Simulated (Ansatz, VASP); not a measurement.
# Two plane-wave programs on Cu

INCAR

```
SYSTEM = Cu
ALGO = Normal
EDIFF = 1E-6
ENCUT = 700
GGA = PS
GGA_COMPAT = .FALSE.
ISIF = 2
ISMEAR = 0
LASPH = .TRUE.
LCHARG = .FALSE.
LREAL = .FALSE.
LWAVE = .FALSE.
NBANDS = 16
NELM = 120
PREC = Accurate
SIGMA = 0.15
```

KPOINTS

```
k-points
0
G
  24 24 24
  0 0 0
```

POSCAR

```
Cu
1.0
   -1.3995095204      1.3995095204      1.4173638935
    1.3995095204     -1.3995095204      1.4173638935
    1.3995095204      1.3995095204     -1.4173638935
Cu
1
Direct
    0.0000000000      0.0000000000      0.0000000000
```

Input for Ansatz:

```yaml
crystal:
  lattice:
    - [-1.3995095204, 1.3995095204, 1.4173638935]
    - [1.3995095204, -1.3995095204, 1.4173638935]
    - [1.3995095204, 1.3995095204, -1.4173638935]
  atoms:
    - { symbol: Cu, position: [0.0, 0.0, 0.0] }
basis:
  ecutwfc: 420
kpoints:
  mp_grid: { grid: [24, 24, 24] }
hamiltonian:
  xc: pbesol
scf:
  occupations: { method: gaussian, width: 0.15 }
output:
  forces: true
  stress: true
  eigenvalues: true
```

Change from the starting cell: strain -0.030 along x and y, +0.030 along z, atoms carried along.

Alike in both runs: task single point; functional PBEsol; k mesh 24 × 24 × 24; occupations gaussian, width 0.15 eV; no spin polarisation.

|  | VASP | Ansatz |
| --- | --- | --- |
| version | VASP 6.6.1 | Ansatz 0.2.0 |
| potentials or method | VASP PAW PBE potentials, release 64 (Cu_sv_GW), cutoff 700 eV | scalar-relativistic, plane waves, PAW |
| valence electrons in the cell | 19 | 19 |

Ansatz gave:

```
gap on the k mesh at the Fermi level (eV)                     : none
pressure (GPa)                                                : 3.9
traceless stress, the component that is largest in VASP (GPa) : 0.07
```

Q: Which values does VASP return?

A: gap on the k mesh at the Fermi level (eV): none; pressure (GPa): -0.4; traceless stress, the component that is largest in VASP (GPa): 0.07.

VASP's potentials were made for PBE, not for PBEsol. A gap of «none» marks a metal or a gap that the smearing closes. One of these differences is far larger than is usual between the two programs; its cause wasn't traced.
